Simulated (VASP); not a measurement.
Here is a VASP 6.6.1 calculation.

The input INCAR:

```
ALGO = Normal
EDIFF = 1E-6
ENCUT = 520
GGA = PE
ISIF = 2
ISMEAR = -1
IVDW = 12
LASPH = True
LCHARG = True
LELF = True
LREAL = False
LVHAR = True
LWAVE = False
NBANDS = 30
NELM = 80
PREC = Accurate
SIGMA = 0.1
```

File KPOINTS:

```
k-points
0
Gamma
  3 3 1
```

Contents of POSCAR:

```
Al
1.0
    5.7275650000      0.0000000000      0.0000000000
    2.8637820000      4.9602170000      0.0000000000
    0.0000000000      0.0000000000     16.6765370000
Al
12
Direct
    0.1666684945      0.1666660955      0.0599644878
    0.6666715499      0.1666660955      0.0599644878
    0.1666709227      0.6666643818      0.0599644878
    0.6666739781      0.6666643818      0.0599644878
   -0.2028346064      0.3532909951      0.2025660363
    0.3111469879      0.3526055412      0.1984284867
   -0.1552195460      0.8239558874      0.2062178737
    0.3553670623      0.8209116658      0.2048027117
    0.0214324736     -0.0082254466      0.3461030309
    0.5224743066     -0.0026208531      0.3399866531
   -0.0281119004      0.4853416695      0.3433206786
    0.4914892642      0.4856037548      0.3404124010
```

Potentials or basis: VASP PAW PBE potentials, release 64 (Al).

Command:

```sh
$ cat potpaw_PBE.64/Al/POTCAR > POTCAR
$ mpirun -np 1 vasp_std > vasp.out
```

(1) What does it give for the band gap on the k mesh?

(2) Predict the dispersion energy per atom.

## Answers

(1) zero (bands 18 and 19 overlap by 0.10 eV).

(2) -0.227 eV.

Caveat: the k points lie up to 0.42 Å⁻¹ apart; there is no dipole correction, which matters where the two faces differ.
